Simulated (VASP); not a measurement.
A run of VASP 6.6.1 is set up as follows.

File INCAR:

```
SYSTEM = C
PREC = Accurate
ENCUT = 520
EDIFF = 1E-6
ISMEAR = 0
SIGMA = 0.05
LREAL = Auto
LASPH = .TRUE.
NELM = 80
ALGO = Normal
ISIF = 2
LWAVE = .FALSE.
LCHARG = .FALSE.
GGA = PE
NBANDS = 43
```

KPOINTS

```
regular mesh
0
G
  6 6 6
  0 0 0
```

Contents of POSCAR:

```
C
1.0
    3.5715485858      0.0000000000     -3.5715485858
    0.0000000000      3.5715485858     -3.5715485858
    3.5715485858      3.5715485858      0.0000000000
C
15
Direct
    0.2500000000      0.2500000000      0.2500000000
    0.2500000000      0.7500000000      0.7500000000
    0.2500000000      0.7500000000      0.2500000000
    0.7500000000      0.2500000000      0.7500000000
    0.7500000000      0.2500000000      0.2500000000
    0.7500000000      0.7500000000      0.7500000000
    0.7500000000      0.7500000000      0.2500000000
    0.1250000000      0.1250000000      0.1250000000
    0.1250000000      0.1250000000      0.6250000000
    0.1250000000      0.6250000000      0.1250000000
    0.3162779523      0.5312500000      0.5762360239
    0.6250000000      0.1250000000      0.1250000000
    0.6250000000      0.1250000000      0.6250000000
    0.6250000000      0.6250000000      0.1250000000
    0.6250000000      0.6250000000      0.6250000000
```

Potentials or basis: VASP PAW PBE potentials, release 64 (C).

The run is started by

```sh
$ cat potpaw_PBE.64/C/POTCAR > POTCAR
$ mpirun -np 1 vasp_std > vasp.out
```

(1) Estimate the pressure.

(2) What does it give for the band gap on the k mesh?

(3) Predict the largest force.

Answers

(1) -1.0 GPa.

(2) zero (bands 30 and 31 overlap by 0.83 eV).

(3) 8.387 eV/Å.

Caveat: the cell differs from its parent crystal (atoms taken out, atom 11 moved 0.250 of the way to it and -0.700 Å across, host rigid).
